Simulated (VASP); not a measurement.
Runs of VASP 6.6.1 on BN. The structure is that of space group F-43m (No. 216), or close to it. The cells are those of the table. 

```tsv
task	cell	k mesh	smearing	gap on the mesh (eV)	pressure (GPa)	relaxed volume (Å³/atom)
single point	a = 2.531 Å, angles 60.0°, 2 atoms	12 × 12 × 12	gaussian 0.02 eV	4.38	1.0	-
relaxation of cell and atoms	relaxed from a = 2.553 Å, angles 60.0°, 2 atoms	10 × 10 × 10	gaussian 0.1 eV	4.38	0.0	5.75
relaxation of cell and atoms	relaxed from a = 2.532 Å, angles 60.0°, 2 atoms	12 × 12 × 12	gaussian 0.02 eV	4.38	0.0	5.75
single point	a = 2.532 Å, angles 60.0°, 2 atoms	10 × 10 × 10	gaussian 0.1 eV	4.38	(a)	-
```

Alike in all rows: level LDA; potentials or basis VASP PAW LDA potentials, release 64 (B, N); no spin polarisation; cutoff (eV) 600.

Question: Fill in the values left out.

Answer: (a) 0.9.

A k mesh can miss the band edges.
